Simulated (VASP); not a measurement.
A run of VASP 6.6.1 is set up as follows.

File INCAR:

```
SYSTEM = NbP
PREC = Accurate
ENCUT = 520
EDIFF = 1E-6
ISMEAR = 0
SIGMA = 0.1
LREAL = .False.
LASPH = .True.
NELM = 80
ALGO = Normal
ISIF = 2
LWAVE = .False.
LCHARG = .False.
GGA = PS
NBANDS = 46
```

The input KPOINTS:

```
Automatic mesh
0
Gamma
  10 10 4
  0 0 0
```

File POSCAR:

```
NbP
1.0
    3.2538450361      0.0000000000      0.0000000000
    0.0000000000      3.3436286221      0.0000000000
    0.0000000000      0.0000000000     11.3702678225
Nb P
4 4
Direct
    0.5000000000      0.5000000000     -0.0006026414
    0.0000000000      0.5000000000      0.7502836014
    0.0000000000      0.0000000000      0.4993973586
    0.5000000000      0.0000000000      0.2502836014
    0.0000000000      0.0000000000      0.0823076462
    0.5000000000      0.0000000000      0.8332685439
    0.5000000000      0.5000000000      0.5823076462
    0.0000000000      0.5000000000      0.3332685439
```

Potentials or basis: VASP PAW PBE potentials, release 64 (Nb_sv, P).

Run with:

```bash
$ cat potpaw_PBE.64/Nb_sv/POTCAR potpaw_PBE.64/P/POTCAR > POTCAR
$ mpirun -np 1 vasp_std > vasp.out
```

Q: Predict the pressure.

A: 1.4 GPa.

Q: Predict the band gap on the k mesh.

A: Zero (band 36 reaches 11.11 eV, above the bottom of band 37 at 10.95 eV).

Forces in eV/Å, atoms in the order of the input:
```
Nb   0.000  0.000 -0.002
Nb   0.000  0.000 -0.002
Nb   0.000  0.000 -0.002
Nb   0.000  0.000 -0.002
P    0.000  0.000  0.002
P    0.000  0.000  0.002
P    0.000  0.000  0.002
P    0.000  0.000  0.002
```

Caveat: the cell differs from its parent crystal (uniaxial strain along a: -2.0 %, then relaxed in part); the PAW data sets were made with another functional, which shifts forces and pressure a little.
